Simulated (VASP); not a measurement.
A run of VASP 6.6.1 is set up as follows.

File INCAR:

```
SYSTEM = Ag
PREC     = Accurate       ! precision mode
ENCUT    = 600            ! plane-wave cutoff, eV
EDIFF    = 1E-7           ! SCF threshold, eV
ISMEAR   = 0              ! smearing method
SIGMA    = 0.1            ! smearing width, eV
LREAL    = .FALSE.        ! projectors in reciprocal space
LASPH    = .TRUE.         ! aspherical terms in the spheres
NELM     = 60             ! most SCF steps
ALGO     = Fast           ! electronic algorithm
ISIF     = 3              ! what is computed and relaxed
LWAVE    = .FALSE.        ! write WAVECAR
LCHARG   = .FALSE.        ! write CHGCAR
GGA      = PE             ! functional
IBRION   = 2              ! ionic algorithm
NSW      = 80             ! ionic steps
EDIFFG   = -0.05          ! ionic threshold
```

File KPOINTS:

```
regular mesh
0
G
  8 8 8
  0 0 0
```

The input POSCAR:

```
Ag
1.0
    0.0000000000      1.9341602430      1.9341602430
    1.9341602430      0.0000000000      1.9341602430
    1.9341602430      1.9341602430      0.0000000000
Ag
1
Direct
    0.0000000000      0.0000000000      0.0000000000
```

Potentials or basis: VASP PAW PBE potentials, release 64 (Ag).

Run with:

```sh
$ cat potpaw_PBE.64/Ag/POTCAR > POTCAR
$ mpirun -np 1 vasp_std > vasp.out
```

(1) Predict the relaxed cell.

(2) Predict the space group after relaxing (to 0.05 Å).

(3) What does it give for the relaxed volume?

Answers

(1) a = 2.943 Å, b = 2.943 Å, c = 2.943 Å, α = 60.00°, β = 60.00°, γ = 60.00°.

(2) Fm-3m (No. 225).

(3) 18.02 Å³/atom.

Caveat: the volume moved by over 15 % at a fixed basis, so the end points are rough.
